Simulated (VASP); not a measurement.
# CsI in VASP: further runs

Runs on CsI. Level: LDA. Tasks: single point.

Everything below comes from runs of VASP 6.6.1. Logs are shortened: lines on timing, memory, paths and dates and some standing lists are left out, and cuts for length are marked.

**1. The cell of the first run**

Symmetry: Pm-3m, No. 221, cubic system. The conventional cell has a = 4.380 Å, b = 4.380 Å, c = 4.380 Å, α = 90.00°, β = 90.00°, γ = 90.00°. Cs (site symmetry m-3m) has 8 I at 3.79 Å and 6 Cs at 4.38 Å within 5.0 Å. Within 5.0 Å of I (site symmetry m-3m) lie 8 Cs at 3.79 Å and 6 I at 4.38 Å.

**2. Single point, LDA**

File INCAR:

```
SYSTEM = CsI
PREC = Accurate
ENCUT = 500
EDIFF = 1E-6
ISMEAR = 0
SIGMA = 0.01
LREAL = .FALSE.
LASPH = .TRUE.
NELM = 120
ALGO = Normal
ISIF = 2
LWAVE = .FALSE.
LCHARG = .FALSE.
GGA = CA
NBANDS = 15
GGA_COMPAT = .FALSE.
```

File KPOINTS:

```
Automatic mesh
0
G
  6 6 6
  0 0 0
```

File POSCAR:

```
CsI
1.0
    4.3796975009      0.0000000000      0.0000000000
    0.0000000000      4.3796975009      0.0000000000
    0.0000000000      0.0000000000      4.3796975009
Cs I
1 1
Direct
    0.0000000000      0.0000000000      0.0000000000
    0.5000000000      0.5000000000      0.5000000000
```

Potentials or basis: VASP PAW LDA potentials, release 64 (Cs_sv, I).

On the command line:

```console
$ cat potpaw_LDA.64/Cs_sv/POTCAR potpaw_LDA.64/I/POTCAR > POTCAR
$ mpirun -np 1 vasp_std > vasp.out
```

OUTCAR:

```text
SYSTEM = CsI
   PREC = Accurate
   ENCUT = 500
   EDIFF = 1E-6
   ISMEAR = 0
   LREAL = .FALSE.
   LASPH = .TRUE.
   NELM = 120
   ISIF = 2
   GGA = CA

 ion  position               nearest neighbor table
   1  0.000  0.000  0.000-
   2  0.500  0.500  0.500-

  LATTYP: Found a simple cubic cell.
 ALAT       =     4.3796975009

  Lattice vectors:

 A1 = (   4.3796975009,   0.0000000000,   0.0000000000)
 A2 = (   0.0000000000,   4.3796975009,   0.0000000000)
 A3 = (   0.0000000000,   0.0000000000,   4.3796975009)

Analysis of symmetry for initial positions (statically):
=====================================================================
 Subroutine PRICEL returns:
 Original cell was already a primitive cell.

 Routine SETGRP: Setting up the symmetry group for a
 simple cubic supercell.

 Subroutine GETGRP returns: Found 48 space group operations
 (whereof 48 operations were pure point group operations)
 out of a pool of 48 trial point group operations.

The static configuration has the point symmetry O_h .

Analysis of symmetry for dynamics (positions and initial velocities):
=====================================================================
 Subroutine PRICEL returns:
 Original cell was already a primitive cell.

 Routine SETGRP: Setting up the symmetry group for a
 simple cubic supercell.

 Subroutine GETGRP returns: Found 48 space group operations
 (whereof 48 operations were pure point group operations)
 out of a pool of 48 trial point group operations.

The dynamic configuration has the point symmetry O_h .

 Subroutine INISYM returns: Found 48 space group operations
 (whereof 48 operations are pure point group operations),
 and found     1 'primitive' translations

----------------------------------------------------------------------------------------

                                     Primitive cell

  volume of cell :      84.0103

  direct lattice vectors                    reciprocal lattice vectors
     4.379697501  0.000000000  0.000000000     0.228326271  0.000000000  0.000000000
     0.000000000  4.379697501  0.000000000     0.000000000  0.228326271  0.000000000
     0.000000000  0.000000000  4.379697501     0.000000000  0.000000000  0.228326271

  length of vectors
     4.379697501  4.379697501  4.379697501     0.228326271  0.228326271  0.228326271

  position of ions in fractional coordinates (direct lattice)
     0.000000000  0.000000000  0.000000000
     0.500000000  0.500000000  0.500000000

  ion indices of the primitive-cell ions
   primitive index   ion index
                 1           1
                 2           2

----------------------------------------------------------------------------------------

 KPOINTS: Automatic mesh

Automatic generation of k-mesh.
 Grid dimensions read from file:
 generate k-points for:    6    6    6

 Generating k-lattice:

  Cartesian coordinates                     Fractional coordinates (reciprocal lattice)
     0.038054379  0.000000000  0.000000000     0.166666667  0.000000000  0.000000000
     0.000000000  0.038054379  0.000000000     0.000000000  0.166666667  0.000000000
     0.000000000  0.000000000  0.038054379     0.000000000  0.000000000  0.166666667

  Length of vectors
     0.038054379  0.038054379  0.038054379

  Shift w.r.t. Gamma in fractional coordinates (k-lattice)
     0.000000000  0.000000000  0.000000000

 Subroutine IBZKPT returns following result:
 ===========================================

 Found     20 irreducible k-points:

 Following reciprocal coordinates:
            Coordinates               Weight
  0.000000  0.000000  0.000000      1.000000
  0.166667  0.000000  0.000000      6.000000
  0.333333  0.000000  0.000000      6.000000
  0.500000  0.000000  0.000000      3.000000
  0.166667  0.166667  0.000000     12.000000
  0.333333  0.166667  0.000000     24.000000
[... 12 lines left out ...]
  0.500000  0.500000  0.333333      6.000000
  0.500000  0.500000  0.500000      1.000000
   k-points           NKPTS =     20   k-points in BZ     NKDIM =     20   number of bands    NBANDS=     15
   number of dos      NEDOS =    301   number of ions     NIONS =      2
   total plane-waves  NPLWV =  32768
   dimension x,y,z NGX =    32 NGY =   32 NGZ =   32
   dimension x,y,z NGXF=    64 NGYF=   64 NGZF=   64
   ions per type =               1   1
   NGX,Y,Z   is equivalent  to a cutoff of  12.15, 12.15, 12.15 a.u.
   NGXF,Y,Z  is equivalent  to a cutoff of  24.29, 24.29, 24.29 a.u.
 SYSTEM =  CsI
   PREC   = accura    normal or accurate (medium, high low for compatibility)
   ISTART =      0    job   : 0-new  1-cont  2-samecut
   ICHARG =      2    charge: 1-file 2-atom 10-const
   ISPIN  =      1    spin polarized calculation?
   LNONCOLLINEAR =      F non collinear calculations
   LSORBIT =      F    spin-orbit coupling
   LASPH  =      T    aspherical Exc in radial PAW
   ENCUT  =  500.0 eV  36.75 Ry    6.06 a.u.   7.99  7.99  7.99*2*pi/ulx,y,z
   NELM   =    120;   NELMIN=  2; NELMDL= -5     # of ELM steps
   EDIFF  = 0.1E-05   stopping-criterion for ELM
   LREAL  =      F    real-space projection
   EDIFFG = 0.1E-04   stopping-criterion for IOM
   NSW    =      0    number of steps for IOM
   IBRION =     -1    ionic relax: 0-MD 1-quasi-New 2-CG
   NFREE  =      0    steps in history (QN), initial steepest desc. (CG)
   ISIF   =      2    stress and relaxation
   ISYM   =      2    0-nonsym 1-usesym 2-fastsym
   POTIM  = 0.5000    time-step for ionic-motion
   TEBEG  =    0.0;   TEEND  =   0.0 temperature during run
   PSTRESS=    0.0 pullay stress
   NELECT =      16.0000    total number of electrons
   NUPDOWN=      -1.0000    fix difference up-down
   EMIN   =  10.00;   EMAX   =-10.00  energy-range for DOS
   EFERMI =   0.00;   METHOD = LEGACY
   ISMEAR =     0;   SIGMA  =   0.01  broadening in eV -4-tet -1-fermi 0-gaus
   EFERMI_NEDOS =   21; number of points for ismear=-14 and -15
   IALGO  =     38    algorithm
   IMIX   =      4    mixing-type and parameters
     AMIX     =   0.40;   BMIX     =  1.00
     AMIX_MAG =   1.60;   BMIX_MAG =  1.00
  volume/ion in A,a.u.               =      42.01       283.46
  Fermi-wavevector in a.u.,A,eV,Ry     =   0.941898  1.779930 12.070715  0.887173
  Thomas-Fermi vector in A             =   2.069455
   LORBIT       =      0    0 simple, 1 ext, 2 COOP (PROOUT), +10 PAW based schemes
   GGA     = CA    functional components
   LHFCALC =     F    Hartree Fock is set to
   AEXX    =    0.0000 exact exchange contribution
   IVDW    =     0    specifies the selected vdW correction
   LEPSILON=     F    determine dielectric tensor
   LRPA    =     F    only Hartree local field effects (RPA)
 non-spin polarized calculation
 Gauss-broadening in eV      SIGMA  =   0.01
  energy-cutoff  :      500.00
  volume of cell :       84.01
 maximum number of plane-waves:      2176
 NGX is ok and might be reduce to    32
   NGX = 15   NGY = 15   NGZ = 15

 number of electron      15.9999998 magnetization

 Free energy of the ion-electron system (eV)
  ---------------------------------------------------
  ext. energy  EPLUGINS =         0.00000000
  ---------------------------------------------------
  free energy    TOTEN  =        -6.18534749 eV

  energy without entropy =       -6.18534749  energy(sigma->0) =       -6.18534749

 E-fermi :   1.5359     XC(G=0):  -8.5976

 val. band max:        1.4844583473   @ k =   0.5000   0.5000   0.0000
 cond. band min:       5.2238997757   @ k =   0.0000   0.0000   0.0000
 fundamental gap:      3.7394414285
 Fermi energy:         1.5358981348

 k-point     1 :       0.0000    0.0000    0.0000
  band No.  band energies     occupation
      1     -18.7396      2.00000
      2      -9.4461      2.00000
      3      -5.4180      2.00000
      4      -5.4180      2.00000
      5      -5.4180      2.00000
      6       1.4284      2.00000
      7       1.4284      2.00000
      8       1.4284      2.00000
      9       5.2239      0.00000
     10       5.2239      0.00000
     11       5.4922      0.00000
     12       9.4240      0.00000
     13       9.4240      0.00000
     14       9.4240      0.00000
     15      11.9847      0.00000

 k-point     2 :       0.1667    0.0000    0.0000
  band No.  band energies     occupation
      1     -18.7282      2.00000
      2      -9.4583      2.00000
      3      -5.4692      2.00000
      4      -5.3909      2.00000
      5      -5.3909      2.00000
      6       0.8051      2.00000
      7       1.3603      2.00000
      8       1.3603      2.00000
      9       5.4083      0.00000
     10       5.8621      0.00000
     11       6.2953      0.00000
     12       9.3258      0.00000
     13       9.3258      0.00000
     14       9.5670      0.00000
     15      10.5384      0.00000

 k-point     3 :       0.3333    0.0000    0.0000
  band No.  band energies     occupation
      1     -18.7052      2.00000
      2      -9.4880      2.00000
      3      -5.5439      2.00000
      4      -5.3354      2.00000
      5      -5.3354      2.00000
      6      -0.0974      2.00000
      7       1.2199      2.00000
      8       1.2199      2.00000
      9       5.9198      0.00000
     10       7.2984      0.00000
     11       7.7820      0.00000
     12       8.8946      0.00000
     13       9.3951      0.00000
     14       9.3951      0.00000
     15       9.9290      0.00000

 k-point     4 :       0.5000    0.0000    0.0000
  band No.  band energies     occupation
      1     -18.6936      2.00000
      2      -9.5055      2.00000
      3      -5.5674      2.00000
      4      -5.3069      2.00000
      5      -5.3069      2.00000
      6      -0.4679      2.00000
      7       1.1476      2.00000
      8       1.1476      2.00000
      9       6.3715      0.00000
     10       8.0535      0.00000
     11       8.3127      0.00000
     12       8.5800      0.00000
     13       9.6826      0.00000
     14       9.6826      0.00000
     15      10.1808      0.00000
[... 235 lines left out ...]
 k-point    18 :       0.5000    0.3333    0.3333
  band No.  band energies     occupation
      1     -18.6359      2.00000
      2      -9.1540      2.00000
      3      -5.8461      2.00000
      4      -5.7383      2.00000
      5      -5.6750      2.00000
      6       0.0602      2.00000
      7       0.0609      2.00000
      8       0.4458      2.00000
      9       7.2499      0.00000
     10       7.7284      0.00000
     11       8.0237      0.00000
     12       9.4816      0.00000
     13      10.0050      0.00000
     14      10.0220      0.00000
     15      11.9273      0.00000

 k-point    19 :       0.5000    0.5000    0.3333
  band No.  band energies     occupation
      1     -18.6265      2.00000
      2      -9.1025      2.00000
      3      -5.8413      2.00000
      4      -5.8413      2.00000
      5      -5.6609      2.00000
      6      -0.0343      2.00000
      7      -0.0343      2.00000
      8       0.1176      2.00000
      9       7.6441      0.00000
     10       8.3051      0.00000
     11       8.3051      0.00000
     12       8.9353      0.00000
     13      10.5930      0.00000
     14      10.5930      0.00000
     15      11.8897      0.00000

 k-point    20 :       0.5000    0.5000    0.5000
  band No.  band energies     occupation
      1     -18.6173      2.00000
      2      -9.0614      2.00000
      3      -5.7879      2.00000
      4      -5.7879      2.00000
      5      -5.7879      2.00000
      6      -0.2148      2.00000
      7      -0.2148      2.00000
      8      -0.2148      2.00000
      9       8.8993      0.00000
     10       8.8993      0.00000
     11       8.8993      0.00000
     12       9.8412      0.00000
     13       9.8412      0.00000
     14       9.8412      0.00000
     15      11.9197      0.00000

------------------------ aborting loop because EDIFF is reached ----------------------------------------

  FORCE on cell =-STRESS in cart. coord.  units (eV):
  Direction    XX          YY          ZZ          XY          YZ          ZX
  --------------------------------------------------------------------------------------
  -------------------------------------------------------------------------------------
  Total        0.1812665      0.1812665      0.1812665     -0.0000000     -0.0000000      0.0000000
  in kB        3.4569715      3.4569715      3.4569715     -0.0000000     -0.0000000      0.0000000
  external PRESSURE =       3.4569715 kB  Pullay stress =       0.0000000 kB

 VOLUME and BASIS-vectors are now :
 -----------------------------------------------------------------------------
  energy-cutoff  :      500.00
  volume of cell :       84.01
      direct lattice vectors                 reciprocal lattice vectors
     4.379697501  0.000000000  0.000000000     0.228326271  0.000000000  0.000000000
     0.000000000  4.379697501  0.000000000     0.000000000  0.228326271  0.000000000
     0.000000000  0.000000000  4.379697501     0.000000000  0.000000000  0.228326271

 POSITION                                       TOTAL-FORCE (eV/Angst)
 -----------------------------------------------------------------------------------
      0.00000      0.00000      0.00000         0.000000      0.000000      0.000000
      2.18985      2.18985      2.18985         0.000000      0.000000      0.000000
 -----------------------------------------------------------------------------------
    total drift:                                0.000000      0.000000     -0.000000

  FREE ENERGIE OF THE ION-ELECTRON SYSTEM (eV)
  ---------------------------------------------------
  free  energy   TOTEN  =        -6.1853474868 eV

  energy  without entropy=       -6.1853474868  energy(sigma->0) =       -6.18534749
```

Wall time 16 s (1 thread of Intel Xeon 8259CL, shared host); peak memory 0.16 GiB.

What came out:

| Property | Result |
| --- | --- |
| Free energy | -6.1853 eV |
| Pressure | 0.3 GPa |
| Band gap on the k mesh | 3.74 eV (least direct gap 3.80 eV) |

Caveat: spin-orbit coupling is left out, which moves the levels of the heavy elements. A hybrid or GW would open this gap; LDA tends to underestimate it.

(Continued in part 2 of 3.)
